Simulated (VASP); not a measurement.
# ZrB2 in VASP: a series of runs, part 2 of 2

VASP 6.6.1. The steps go on from the part before.

## Step 4: Single point, PBE (atoms moved at random)

File INCAR:

```
PREC = Accurate ; ENCUT = 520
EDIFF = 1E-7 ; ISMEAR = 0
SIGMA = 0.02 ; LREAL = False
LASPH = True ; ALGO = Normal
NELM = 100 ; ISIF = 2
LWAVE = False ; LCHARG = False
```

File KPOINTS:

```
k-points
0
Gamma
  8 8 6
```

File POSCAR:

```
ZrB2
1.0
    3.1700000000      0.0000000000      0.0000000000
   -1.5850000000      2.7453005300      0.0000000000
    0.0000000000      0.0000000000      3.5330000000
Zr B
1 2
Direct
   -0.0040590000     -0.0033320000     -0.0018860000
    0.6678160000      0.3311360000      0.4934690000
    0.3379710000      0.6739930000      0.5009860000
```

Potentials or basis: VASP PAW PBE potentials, release 64 (Zr_sv, B).

On the command line:

```
$ cat potpaw_PBE.64/Zr_sv/POTCAR potpaw_PBE.64/B/POTCAR > POTCAR
$ mpirun -np 1 vasp_std > vasp.out
```

OUTCAR:

```text
PREC = Accurate
   ENCUT = 520
   EDIFF = 1E-7
   ISMEAR = 0
   LREAL = False
   LASPH = True
   NELM = 100
   ISIF = 2

 Found    196 irreducible k-points:

 Following reciprocal coordinates:
            Coordinates               Weight
  0.000000  0.000000  0.000000      1.000000
  0.125000  0.000000  0.000000      2.000000
  0.000000  0.125000  0.000000      2.000000
 -0.125000  0.125000  0.000000      2.000000
  0.250000  0.000000  0.000000      2.000000
  0.000000  0.250000  0.000000      2.000000
   k-points           NKPTS =    196   k-points in BZ     NKDIM =    196   number of bands    NBANDS=     13
   number of dos      NEDOS =    301   number of ions     NIONS =      3
   total plane-waves  NPLWV =  16128
   dimension x,y,z NGX =    24 NGY =   24 NGZ =   28
   dimension x,y,z NGXF=    48 NGYF=   48 NGZF=   56
   ions per type =               1   2
   NGX,Y,Z   is equivalent  to a cutoff of  12.59, 12.59, 13.18 a.u.
   NGXF,Y,Z  is equivalent  to a cutoff of  25.17, 25.17, 26.35 a.u.
 SYSTEM =  unknown system
   PREC   = accura    normal or accurate (medium, high low for compatibility)
   ISTART =      0    job   : 0-new  1-cont  2-samecut
   ICHARG =      2    charge: 1-file 2-atom 10-const
   ISPIN  =      1    spin polarized calculation?
   LNONCOLLINEAR =      F non collinear calculations
   LSORBIT =      F    spin-orbit coupling
[... 78 lines left out ...]
     13      14.7645      0.00000
[... 66 lines left out ...]
  band No.  band energies     occupation
      1     -38.0454      2.00000
      2     -16.2202      2.00000
      3     -16.2062      2.00000
      4     -15.8453      2.00000
      5      -1.0464      2.00000
      6       5.2980      2.00000
      7       7.2931      2.00000
      8       7.8634      2.00000
      9       8.5310      2.00000
     10      12.6974      0.00000
     11      13.3100      0.00000
     12      13.9674      0.00000
     13      14.0600      0.00000

 [... further k-points ...]

------------------------ aborting loop because EDIFF is reached ----------------------------------------

  FORCE on cell =-STRESS in cart. coord.  units (eV):
  Direction    XX          YY          ZZ          XY          YZ          ZX
  --------------------------------------------------------------------------------------
  -------------------------------------------------------------------------------------
  Total        0.2347745      0.0695068      0.2746459     -0.0066140      0.0032533     -0.0021398
  in kB       12.2340078      3.6219731     14.3116910     -0.3446530      0.1695263     -0.1115020
  external PRESSURE =      10.0558906 kB  Pullay stress =       0.0000000 kB

 VOLUME and BASIS-vectors are now :
 -----------------------------------------------------------------------------
  energy-cutoff  :      520.00
  volume of cell :       30.75
      direct lattice vectors                 reciprocal lattice vectors
     3.170000000  0.000000000  0.000000000     0.315457413  0.182129422  0.000000000
    -1.585000000  2.745300530  0.000000000     0.000000000  0.364258845  0.000000000
     0.000000000  0.000000000  3.533000000     0.000000000  0.000000000  0.283045570

 POSITION                                       TOTAL-FORCE (eV/Angst)
 -----------------------------------------------------------------------------------
      1.57741      2.73615      3.52634         0.164937      0.204980     -0.044948
      1.59213      0.90907      1.74343        -0.126548      0.182140      0.186472
      0.00309      1.85031      1.76998        -0.038388     -0.387120     -0.141524
 -----------------------------------------------------------------------------------
    total drift:                                0.000006      0.000006     -0.000012

  FREE ENERGIE OF THE ION-ELECTRON SYSTEM (eV)
  ---------------------------------------------------
  free  energy   TOTEN  =       -24.9678619475 eV

  energy  without entropy=      -24.9677697371  energy(sigma->0) =      -24.96781584
```

stdout:

```text
POSCAR found type information on POSCAR ZrB
 POSCAR found :  2 types and       3 ions
 scaLAPACK will be used
 LDA part: xc-table for (Slater+PW92), standard interpolation
 POSCAR, INCAR and KPOINTS ok, starting setup
 FFT: planning ... GRIDC
 FFT: planning ... GRID_SOFT
 FFT: planning ... GRID
 WAVECAR not read
 entering main loop
```

Wall time 28 s (1 thread of AMD EPYC 9R45 (Zen 5), shared host); peak memory 0.18 GiB.

Results:

```yaml
Free_energy: -24.9679 eV
Pressure: 1.0 GPa
Largest_force: 0.414 eV/Å
Band_gap_on_the_k_mesh: zero (bands 9 and 10 overlap by 0.54 eV)
```

Forces in eV/Å, atoms in the order of the input:
```
Zr   0.165  0.205 -0.045
B   -0.127  0.182  0.186
B   -0.038 -0.387 -0.142
```

Stress tensor (GPa, compression positive):
```
 1.22 -0.03 -0.01
-0.03  0.36  0.02
-0.01  0.02  1.43
```

Caveat: the cell differs from its parent crystal (atoms moved at random).

## Step 5: Overview

```tsv
level	potentials or basis	U	cell	k mesh	cutoff (eV)	smearing	dipole correction	grid for exact exchange (PRECFOCK)	share of exact exchange	screening parameter	gap on the mesh (eV)	pressure (GPa)
PBE-based screened hybrid with 35 % exact exchange	VASP PAW PBE potentials, release 64 (Zr_sv, B)	-	a = 3.170, b = 3.170, c = 3.533 Å, angles 90.0, 90.0, 120.0°, 3 atoms, atomic positions A	6 × 6 × 4	520	fermi-dirac 0.05 eV	no	Normal	0.35	0.20787 1/Å	none	-3.2
r2SCAN+U	VASP PAW PBE potentials, release 64 (Zr_sv, B_h)	Zr d U = 4.0 eV	a = 3.172, b = 3.172, c = 3.599 Å, angles 90.0, 90.0, 120.0°, 3 atoms, atomic positions A	10 × 10 × 8	910	fermi-dirac 0.05 eV	no	-	-	-	none	5.2
PBE	VASP PAW PBE potentials, release 64 (Zr_sv, B)	-	a = 3.170, b = 3.170, c = 3.533 Å, angles 90.0, 90.0, 120.0°, 3 atoms, atomic positions B	8 × 8 × 6	520	gaussian 0.02 eV	-	-	-	-	none	1.0
```

Alike in all rows: task single point; no spin polarisation.

Caveats: some runs use coarse meshes; the PAW data sets were made with another functional, which shifts forces and pressure a little (at least some runs); the cell stands under pressure (at least some runs); U without spin polarisation on a metal has little footing (at least some runs); the U is typed as a test and isn't derived for this compound (at least some runs).

Total energies depend on the potentials used, so only differences within one code and one set of settings carry meaning.
